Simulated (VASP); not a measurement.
A run of VASP 6.6.1:

Contents of INCAR:

```
PREC = Accurate
ENCUT = 520
EDIFF = 1E-6
ISMEAR = -1
SIGMA = 0.02
LREAL = False
LASPH = True
NELM = 80
ALGO = Normal
ISIF = 2
LWAVE = False
LCHARG = False
GGA = PE
NBANDS = 29
```

Contents of KPOINTS:

```
regular mesh
0
Gamma
  6 6 6
```

The input POSCAR:

```
KZnF3
1.0
    4.0461680185      0.0596809783      0.0000000000
    0.0596809783      4.0461680185      0.0000000000
    0.0000000000      0.0000000000      4.0461680185
K Zn F
1 1 3
Direct
    0.0000000000      0.0000000000      0.0000000000
    0.5000000000      0.5000000000      0.5000000000
    0.5000000000      0.5000000000      0.0000000000
    0.0000000000      0.5000000000      0.5000000000
    0.5000000000      0.0000000000      0.5000000000
```

Potentials or basis: VASP PAW PBE potentials, release 64 (K_sv, Zn, F).

Command:

```bash
$ cat potpaw_PBE.64/K_sv/POTCAR potpaw_PBE.64/Zn/POTCAR potpaw_PBE.64/F/POTCAR > POTCAR
$ mpirun -np 1 vasp_std > vasp.out
```

Hardware: 1 thread of Intel(R) Xeon(R) 6975P-C (Granite Rapids), on a shared host.

Question: Estimate the wall time of this run.

Answer: It took 43 s on 1 thread of Intel(R) Xeon(R) 6975P-C (Granite Rapids), with other jobs on the host, peak memory 0.23 GiB. Counts: scf iterations 15, k points 52.
